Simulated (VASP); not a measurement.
# Hg (R-3m) in VASP: a series of runs, part 2 of 2

VASP 6.6.1.

## (4) Electric field gradients, LDA (equal xx and yy strain of -2 %)

The input, INCAR:

```
ALGO     = Normal         # electronic algorithm
EDIFF    = 1E-8           # SCF threshold, eV
ENCUT    = 520            # plane-wave cutoff, eV
ISIF     = 2              # what is computed and relaxed
ISMEAR   = -1             # smearing method
LASPH    = True           # aspherical terms in the spheres
LCHARG   = False          # write CHGCAR
LEFG     = True         
LREAL    = False          # projectors in reciprocal space
LWAVE    = False          # write WAVECAR
NBANDS   = 12             # bands
NELM     = 80             # most SCF steps
PREC     = Accurate       # precision mode
SIGMA    = 0.03           # smearing width, eV
```

The input, KPOINTS:

```
k-points
0
Gamma
  12 12 12
```

The input, POSCAR:

```
Hg
1.0
    1.6954004462      0.9788399040      2.2340000000
   -1.6954004462      0.9788399040      2.2340000000
    0.0000000000     -1.9576798080      2.2340000000
Hg
1
Direct
    0.0000000000      0.0000000000      0.0000000000
```

Potentials or basis: VASP PAW LDA potentials, release 64 (Hg).

Launch:

```bash
$ cat potpaw_LDA.64/Hg/POTCAR > POTCAR
$ mpirun -np 1 vasp_std > vasp.out
```

OUTCAR:

```text
EDIFF = 1E-8
   ENCUT = 520
   ISIF = 2
   ISMEAR = -1
   LASPH = True
   LREAL = False
   NELM = 80
   PREC = Accurate

 ion  position               nearest neighbor table
   1  0.000  0.000  0.000-

  LATTYP: Found a trigonal (rhomboedric) cell.
 ALAT       =     2.9703983286
 COS(alpha) =     0.3484538270

  Lattice vectors:

 A1 = (   1.6954004462,   0.9788399040,   2.2340000000)
 A2 = (  -1.6954004462,   0.9788399040,   2.2340000000)
 A3 = (   0.0000000000,  -1.9576798080,   2.2340000000)

Analysis of symmetry for initial positions (statically):
=====================================================================
 Subroutine PRICEL returns:
 Original cell was already a primitive cell.

 Routine SETGRP: Setting up the symmetry group for a
 trigonal (rhombohedral) supercell.

 Subroutine GETGRP returns: Found 12 space group operations
 (whereof 12 operations were pure point group operations)
 out of a pool of 12 trial point group operations.

The static configuration has the point symmetry D_3d.

Analysis of symmetry for dynamics (positions and initial velocities):
=====================================================================
 Subroutine PRICEL returns:
 Original cell was already a primitive cell.

 Routine SETGRP: Setting up the symmetry group for a
 trigonal (rhombohedral) supercell.

 Subroutine GETGRP returns: Found 12 space group operations
 (whereof 12 operations were pure point group operations)
 out of a pool of 12 trial point group operations.

The dynamic configuration has the point symmetry D_3d.

 Subroutine INISYM returns: Found 12 space group operations
[... 161 lines left out ...]
     10      20.8964      0.00000
     11      22.1310      0.00000
     12      22.1310      0.00000
[... 331 lines left out ...]
 k-point    24 :      -0.4167    0.1667    0.0000
  band No.  band energies     occupation
      1      -5.2376      2.00000
      2      -4.6729      2.00000
      3      -3.6643      2.00000
      4      -3.5028      2.00000
      5      -3.0320      2.00000
      6       0.3157      2.00000
      7       2.8318      1.99688
      8      11.5845      0.00000
      9      15.9226      0.00000
     10      18.9210      0.00000
     11      22.3414      0.00000
     12      23.6986      0.00000

 [... further k-points ...]

------------------------ aborting loop because EDIFF is reached ----------------------------------------

  FORCE on cell =-STRESS in cart. coord.  units (eV):
  Direction    XX          YY          ZZ          XY          YZ          ZX
  --------------------------------------------------------------------------------------
  -------------------------------------------------------------------------------------
  Total        0.1135747      0.1135747      0.0732066      0.0000000      0.0000000      0.0000000
  in kB        8.1803844      8.1803844      5.2728174      0.0000000      0.0000000      0.0000000
  external PRESSURE =       7.2111954 kB  Pullay stress =       0.0000000 kB

 VOLUME and BASIS-vectors are now :
 -----------------------------------------------------------------------------
  energy-cutoff  :      520.00
  volume of cell :       22.24
      direct lattice vectors                 reciprocal lattice vectors
     1.695400446  0.978839904  2.234000000     0.294915577  0.170269587  0.149209191
    -1.695400446  0.978839904  2.234000000    -0.294915577  0.170269587  0.149209191
     0.000000000 -1.957679808  2.234000000     0.000000000 -0.340539175  0.149209191

 POSITION                                       TOTAL-FORCE (eV/Angst)
 -----------------------------------------------------------------------------------
      0.00000      0.00000      0.00000         0.000000     -0.000000      0.000000
 -----------------------------------------------------------------------------------
    total drift:                                0.000000     -0.000000      0.000000

  FREE ENERGIE OF THE ION-ELECTRON SYSTEM (eV)
  ---------------------------------------------------
  free  energy   TOTEN  =        -0.9599625033 eV

  energy  without entropy=       -0.9592087882  energy(sigma->0) =       -0.95958565

 Electric field gradients (V/A^2)
---------------------------------------------------------------------
 ion       V_xx      V_yy      V_zz      V_xy      V_xz      V_yz
---------------------------------------------------------------------
   1      79.223    79.223  -158.447     0.000    -0.000     0.000
---------------------------------------------------------------------

 Electric field gradients after diagonalization (V/A^2)
 (convention: |V_zz| > |V_xx| > |V_yy|)
----------------------------------------------------------------------
 ion       V_xx      V_yy      V_zz     asymmetry (V_yy - V_xx)/ V_zz
----------------------------------------------------------------------
   1      79.223    79.223  -158.447       0.000
----------------------------------------------------------------------

           NMR quadrupolar parameters

 Cq : quadrupolar parameter    Cq=e*Q*V_zz/h
 eta: asymmetry parameters     (V_yy - V_xx)/ V_zz
 Q  : nuclear electric quadrupole moment in mb (millibarn)
----------------------------------------------------------------------
 ion       Cq(MHz)       eta       Q (mb)
----------------------------------------------------------------------
   1      -0.383       0.000       1.000
----------------------------------------------------------------------
```

OSZICAR:

```text
N       E                     dE             d eps       ncg     rms          rms(c)
DAV:   1     0.730893972305E+02    0.73089E+02   -0.67670E+03  4856   0.978E+02
DAV:   2     0.147522997701E+00   -0.72942E+02   -0.68523E+02  4876   0.232E+02
DAV:   3    -0.102813525418E+01   -0.11757E+01   -0.11751E+01  5468   0.326E+01
DAV:   4    -0.102923973397E+01   -0.11045E-02   -0.11045E-02  5016   0.103E+00
DAV:   5    -0.102924125645E+01   -0.15225E-05   -0.15222E-05  5388   0.370E-02    0.488E+00
DAV:   6    -0.968267207283E+00    0.60974E-01   -0.13559E-01  5344   0.422E+00    0.350E+00
DAV:   7    -0.960845545398E+00    0.74217E-02   -0.17786E-02  5380   0.126E+00    0.144E+00
DAV:   8    -0.959957478345E+00    0.88807E-03   -0.16019E-03  4840   0.567E-01    0.611E-02
DAV:   9    -0.959961460369E+00   -0.39820E-05   -0.27656E-06  5440   0.198E-02    0.142E-02
DAV:  10    -0.959962502461E+00   -0.10421E-05   -0.11822E-06  4972   0.132E-02    0.101E-03
DAV:  11    -0.959962503330E+00   -0.86857E-09   -0.13178E-08  4916   0.101E-03
   1 F= -.95996250E+00 E0= -.95958565E+00  d E =-.753715E-03
```

Run time: 16 s. Hardware: 1 thread of AMD EPYC 9R45 (Zen 5), shared host; peak memory 0.14 GiB.

What came out:

| Quantity | Value |
| --- | --- |
| Free energy | -0.9600 eV |
| Pressure | 0.7 GPa |
| Band gap on the k mesh | zero (bands 6 and 7 overlap by 3.33 eV) |
| Largest electric field gradient by atom | Hg -158.4 V/Å² |

Electric field gradients, principal values (V/Å²):
```tsv
atom	least	middle	greatest (by size)
1 Hg	79.223	79.223	-158.447
```

Caveat: the cell differs from its parent crystal (equal xx and yy strain of -2 %); without QUAD_EFG the Cq values of the log hold for a quadrupole moment of 1 mb, not for the nuclei; spin-orbit coupling is left out, which moves the levels of the heavy elements.

## (5) Electric field gradients, LDA (equal xx and yy strain of -2 %)

INCAR, as its differences from that of step 4:

```diff
@@ -3,2 +3,3 @@
 ENCUT    = 520            # plane-wave cutoff, eV
+GGA      = CA             # functional
 ISIF     = 2              # what is computed and relaxed
```

KPOINTS is that of step 4.

POSCAR is that of step 4.

Potentials or basis: VASP PAW LDA potentials, release 64 (Hg).

Launch:

```bash
$ cat potpaw_LDA.64/Hg/POTCAR > POTCAR
$ mpirun -np 1 vasp_std > vasp.out
```

OUTCAR:

```text
EDIFF = 1E-8
   ENCUT = 520
   GGA = CA
   ISIF = 2
   ISMEAR = -1
   LASPH = True
   LREAL = False
   NELM = 80
   PREC = Accurate

 ion  position               nearest neighbor table
   1  0.000  0.000  0.000-

  LATTYP: Found a trigonal (rhomboedric) cell.
 ALAT       =     2.9703983286
 COS(alpha) =     0.3484538270

  Lattice vectors:

 A1 = (   1.6954004462,   0.9788399040,   2.2340000000)
 A2 = (  -1.6954004462,   0.9788399040,   2.2340000000)
 A3 = (   0.0000000000,  -1.9576798080,   2.2340000000)

Analysis of symmetry for initial positions (statically):
=====================================================================
 Subroutine PRICEL returns:
 Original cell was already a primitive cell.

 Routine SETGRP: Setting up the symmetry group for a
 trigonal (rhombohedral) supercell.

 Subroutine GETGRP returns: Found 12 space group operations
 (whereof 12 operations were pure point group operations)
 out of a pool of 12 trial point group operations.

The static configuration has the point symmetry D_3d.

Analysis of symmetry for dynamics (positions and initial velocities):
=====================================================================
 Subroutine PRICEL returns:
 Original cell was already a primitive cell.

 Routine SETGRP: Setting up the symmetry group for a
 trigonal (rhombohedral) supercell.

 Subroutine GETGRP returns: Found 12 space group operations
 (whereof 12 operations were pure point group operations)
 out of a pool of 12 trial point group operations.

The dynamic configuration has the point symmetry D_3d.

 Subroutine INISYM returns: Found 12 space group operations
 (whereof 12 operations are pure point group operations),
 and found     1 'primitive' translations

----------------------------------------------------------------------------------------

                                     Primitive cell

  volume of cell :      22.2443

  direct lattice vectors                    reciprocal lattice vectors
     1.695400446  0.978839904  2.234000000     0.294915577  0.170269587  0.149209191
    -1.695400446  0.978839904  2.234000000    -0.294915577  0.170269587  0.149209191
     0.000000000 -1.957679808  2.234000000     0.000000000 -0.340539175  0.149209191

  length of vectors
     2.970398329  2.970398329  2.970398329     0.371793373  0.371793373  0.371793373

  position of ions in fractional coordinates (direct lattice)
     0.000000000  0.000000000  0.000000000

  ion indices of the primitive-cell ions
   primitive index   ion index
                 1           1

----------------------------------------------------------------------------------------

 KPOINTS: k-points

Automatic generation of k-mesh.
 Grid dimensions read from file:
 generate k-points for:   12   12   12

 Generating k-lattice:

  Cartesian coordinates                     Fractional coordinates (reciprocal lattice)
     0.024576298  0.014189132  0.012434099     0.083333333  0.000000000  0.000000000
[... 73 lines left out ...]
   EFERMI =   0.00;   METHOD = LEGACY
   ISMEAR =    -1;   SIGMA  =   0.03  broadening in eV -4-tet -1-fermi 0-gaus
   EFERMI_NEDOS =   21; number of points for ismear=-14 and -15
   IALGO  =     38    algorithm
   IMIX   =      4    mixing-type and parameters
     AMIX     =   0.40;   BMIX     =  1.00
     AMIX_MAG =   1.60;   BMIX_MAG =  1.00
  volume/ion in A,a.u.               =      22.24       150.11
  Fermi-wavevector in a.u.,A,eV,Ry     =   1.332690  2.518419 24.164797  1.776062
  Thomas-Fermi vector in A             =   2.461606
   LORBIT       =      0    0 simple, 1 ext, 2 COOP (PROOUT), +10 PAW based schemes
   GGA     = CA    functional components
   LHFCALC =     F    Hartree Fock is set to
   AEXX    =    0.0000 exact exchange contribution
   IVDW    =     0    specifies the selected vdW correction
   LEPSILON=     F    determine dielectric tensor
   LRPA    =     F    only Hartree local field effects (RPA)
 non-spin polarized calculation
  energy-cutoff  :      520.00
  volume of cell :       22.24
 maximum number of plane-waves:       620
 NGX is ok and might be reduce to    24
   NGX = 11   NGY = 11   NGZ = 11

 number of electron      11.9999999 magnetization

 Free energy of the ion-electron system (eV)
  ---------------------------------------------------
  ext. energy  EPLUGINS =         0.00000000
  ---------------------------------------------------
  free energy    TOTEN  =        -0.95996250 eV

  energy without entropy =       -0.95920879  energy(sigma->0) =       -0.95958565

 E-fermi :   3.0257     XC(G=0): -11.4874

 val. band max:        2.9024770411   @ k =  -0.4167   0.5000   0.0833
 cond. band min:       3.0309831398   @ k =  -0.3333   0.4167   0.2500
 fundamental gap:      0.1285060987
 Fermi energy:         3.0256887694

 k-point     1 :       0.0000    0.0000    0.0000
  band No.  band energies     occupation
      1      -6.6495      2.00000
      2      -4.8234      2.00000
      3      -4.8234      2.00000
      4      -3.5229      2.00000
      5      -3.2899      2.00000
      6      -3.2899      2.00000
      7      15.5050      0.00000
      8      16.1371      0.00000
      9      16.1371      0.00000
     10      20.8964      0.00000
     11      22.1310      0.00000
     12      22.1310      0.00000
[... 331 lines left out ...]
 k-point    24 :      -0.4167    0.1667    0.0000
  band No.  band energies     occupation
      1      -5.2376      2.00000
      2      -4.6729      2.00000
      3      -3.6643      2.00000
      4      -3.5028      2.00000
      5      -3.0320      2.00000
      6       0.3157      2.00000
      7       2.8318      1.99688
      8      11.5845      0.00000
      9      15.9226      0.00000
     10      18.9210      0.00000
     11      22.3414      0.00000
     12      23.6986      0.00000

 [... further k-points ...]

------------------------ aborting loop because EDIFF is reached ----------------------------------------

  FORCE on cell =-STRESS in cart. coord.  units (eV):
  Direction    XX          YY          ZZ          XY          YZ          ZX
  --------------------------------------------------------------------------------------
  -------------------------------------------------------------------------------------
  Total        0.1135747      0.1135747      0.0732066      0.0000000      0.0000000      0.0000000
  in kB        8.1803844      8.1803844      5.2728174      0.0000000      0.0000000      0.0000000
  external PRESSURE =       7.2111954 kB  Pullay stress =       0.0000000 kB

 VOLUME and BASIS-vectors are now :
 -----------------------------------------------------------------------------
  energy-cutoff  :      520.00
  volume of cell :       22.24
      direct lattice vectors                 reciprocal lattice vectors
     1.695400446  0.978839904  2.234000000     0.294915577  0.170269587  0.149209191
    -1.695400446  0.978839904  2.234000000    -0.294915577  0.170269587  0.149209191
     0.000000000 -1.957679808  2.234000000     0.000000000 -0.340539175  0.149209191

 POSITION                                       TOTAL-FORCE (eV/Angst)
 -----------------------------------------------------------------------------------
      0.00000      0.00000      0.00000         0.000000     -0.000000      0.000000
 -----------------------------------------------------------------------------------
    total drift:                                0.000000     -0.000000      0.000000

  FREE ENERGIE OF THE ION-ELECTRON SYSTEM (eV)
  ---------------------------------------------------
  free  energy   TOTEN  =        -0.9599625033 eV

  energy  without entropy=       -0.9592087882  energy(sigma->0) =       -0.95958565

 Electric field gradients (V/A^2)
---------------------------------------------------------------------
 ion       V_xx      V_yy      V_zz      V_xy      V_xz      V_yz
---------------------------------------------------------------------
   1      79.223    79.223  -158.447     0.000    -0.000     0.000
---------------------------------------------------------------------

 Electric field gradients after diagonalization (V/A^2)
 (convention: |V_zz| > |V_xx| > |V_yy|)
----------------------------------------------------------------------
 ion       V_xx      V_yy      V_zz     asymmetry (V_yy - V_xx)/ V_zz
----------------------------------------------------------------------
   1      79.223    79.223  -158.447       0.000
----------------------------------------------------------------------

           NMR quadrupolar parameters

 Cq : quadrupolar parameter    Cq=e*Q*V_zz/h
 eta: asymmetry parameters     (V_yy - V_xx)/ V_zz
 Q  : nuclear electric quadrupole moment in mb (millibarn)
----------------------------------------------------------------------
 ion       Cq(MHz)       eta       Q (mb)
----------------------------------------------------------------------
   1      -0.383       0.000       1.000
----------------------------------------------------------------------
```

Wall time 16 s (1 thread of AMD EPYC 9R45 (Zen 5), shared host); peak memory 0.13 GiB.

What came out:

| Property | Result |
| --- | --- |
| Free energy | -0.9600 eV |
| Pressure | 0.7 GPa |
| Band gap on the k mesh | zero (bands 6 and 7 overlap by 3.33 eV) |
| Largest electric field gradient by atom | Hg -158.4 V/Å² |

Levels at points of the mesh, in eV from the Fermi level:
```tsv
k point	band 3	band 4	band 5	band 6	band 7	band 8	band 9	band 10
(0.00, 0.00, 0.00)	-7.85	-6.55	-6.32	-6.32	12.48	13.11	13.11	17.87
(0.50, 0.00, 0.00)	-6.56	-6.31	-5.90	-2.24	-2.04	12.57	12.92	17.14
(0.50, 0.50, 0.00)	-6.16	-5.95	-5.45	-0.33	0.97	4.94	9.86	10.61
(0.50, 0.50, 0.50)	-7.45	-5.56	-5.56	-0.51	1.23	9.88	9.88	11.25
```

Electric field gradients, principal values (V/Å²):
| atom | least | middle | greatest (by size) |
| --- | --- | --- | --- |
| 1 Hg | 79.223 | 79.223 | -158.447 |

Caveat: the cell differs from its parent crystal (equal xx and yy strain of -2 %); without QUAD_EFG the Cq values of the log hold for a quadrupole moment of 1 mb, not for the nuclei; spin-orbit coupling is left out, which moves the levels of the heavy elements.

The gap in the log of VASP goes by the Fermi energy; the results here count the filled bands.